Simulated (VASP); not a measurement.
## BeZn3Se4: single point with PBE

Crystal: BeZn3Se4.

```
Be Zn Se
1.0
     3.81616    0.00000    0.00000
    -1.90808    3.30490    0.00000
     0.00000    0.00000   12.70321
Be Zn Se
1 3 4
Direct
  0.33333 0.66667 0.99971
  0.33333 0.66667 0.50196
  0.66667 0.33333 0.24320
  0.66667 0.33333 0.76146
  0.33333 0.66667 0.17183
  0.33333 0.66667 0.69013
  0.66667 0.33333 0.43122
  0.66667 0.33333 0.95050
```

```
Program                : VASP 6.6.1
Task                   : single point
Functional             : PBE
Potentials or basis    : VASP PAW PBE potentials, release 64 (Be, Zn, Se)
Cutoff                 : 520 eV
k mesh                 : 12 × 12 × 2
Occupations            : gaussian, width 0.02 eV
Spin                   : no spin polarisation
Dipole correction      : no
Further INCAR settings : ALGO = Normal; EDIFF = 1e-07; NBANDS = 41
```

```
Pressure               : 7.2 GPa
Largest force          : 0.016 eV/Å
Band gap on the k mesh : 1.95 eV
```

Forces on the atoms (eV/Å):
```
Be   0.000  0.000 -0.005
Zn   0.000  0.000  0.010
Zn   0.000  0.000  0.012
Zn   0.000  0.000  0.010
Se   0.000  0.000 -0.016
Se   0.000  0.000 -0.010
Se   0.000  0.000 -0.012
Se   0.000  0.000  0.011
```

Levels at points of the mesh, in eV from the valence-band top:
```csv
k point,band 28,band 29,band 30,band 31,band 32,band 33,band 34,band 35
"(0.00, 0.00, 0.00)",-0.45,-0.40,0.00,0.00,1.95,2.81,3.27,3.45
"(0.50, 0.00, 0.00)",-2.01,-1.99,-1.75,-1.04,2.55,2.93,3.06,3.91
"(0.00, 0.00, 0.50)",-0.27,-0.27,-0.09,-0.09,2.71,2.93,3.15,3.22
"(0.50, 0.00, 0.50)",-2.06,-1.77,-1.41,-1.23,2.48,2.86,3.15,3.36
```

Wall time 8 min on 1 thread of Intel Xeon 8259CL, with other jobs on the host, peak memory 0.38 GiB.

Caveat: the cell stands under pressure. A k mesh can miss the band edges.
